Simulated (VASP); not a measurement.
In3O2, 5 atoms in the cell. The structure is cubic, space group Pm-3m (No. 221). Conventional cell: a = 4.640 Å, b = 4.640 Å, c = 4.640 Å, α = 90.00°, β = 90.00°, γ = 90.00°. Within 3.1 Å of In (site symmetry 4/mmm) lie 2 O at 2.32 Å. Within 3.1 Å of O (site symmetry m-3m) lie 6 In at 2.32 Å. Within 4.3 Å of O (site symmetry m-3m) lie 12 In at 3.28 Å and 8 O at 4.02 Å. 

```yaml
Program: VASP 6.6.1
Task: single point
Functional: PBE
Potentials_or_basis: VASP PAW PBE potentials, release 64 (In_d, O)
Cutoff: 520 eV
k_mesh: 4 × 4 × 4
Occupations: gaussian, width 0.1 eV
Spin: no spin polarisation
Dipole_correction: no
Further_INCAR_settings: ALGO = Normal; EDIFF = 1e-06; NBANDS = 34
```

Potentials or basis: VASP PAW PBE potentials, release 64 (In_d, O).

The run is started by

```console
$ cat potpaw_PBE.64/In_d/POTCAR potpaw_PBE.64/O/POTCAR > POTCAR
$ mpirun -np 1 vasp_std > vasp.out
```

Hardware: 1 thread of AMD EPYC 9R14 (Zen 4), with other jobs on the host.

Task: How long does it take, and how much memory?

Result: Run time: 43 s on 1 thread of AMD EPYC 9R14 (Zen 4) (shared host), peak memory 0.17 GiB. Counts: scf iterations 15, k points 10.
